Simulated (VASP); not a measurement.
A run of VASP 6.6.1:

INCAR

```
SYSTEM = Hf
PREC = Accurate
ENCUT = 520
EDIFF = 1E-7
ISMEAR = 0
SIGMA = 0.05
LREAL = .False.
LASPH = .True.
NELM = 60
ALGO = Normal
ISIF = 2
LWAVE = .False.
LCHARG = .False.
GGA = PE
NBANDS = 17
```

File KPOINTS:

```
Automatic mesh
0
Gamma
  8 8 4
  0 0 0
```

File POSCAR:

```
Hf
1.0
    3.1989229001      0.0000000000      0.0000000000
   -1.5994614500      2.7703484962      0.0000000000
    0.0000000000      0.0000000000      5.0751294413
Hf
2
Direct
    0.3333333333      0.6666666667      0.2500000000
    0.6666666667      0.3333333333      0.7500000000
```

Potentials or basis: VASP PAW PBE potentials, release 64 (Hf_pv).

Launch:

```sh
$ cat potpaw_PBE.64/Hf_pv/POTCAR > POTCAR
$ mpirun -np 1 vasp_std > vasp.out
```

Hardware: 1 thread of Intel(R) Xeon(R) 6975P-C (Granite Rapids) (shared host).

Question: How long does it take, and how much memory?

Answer: Run time: 8.2 s on 1 thread of Intel(R) Xeon(R) 6975P-C (Granite Rapids), on a shared host, peak memory 0.16 GiB. Counts: scf iterations 13, k points 30.
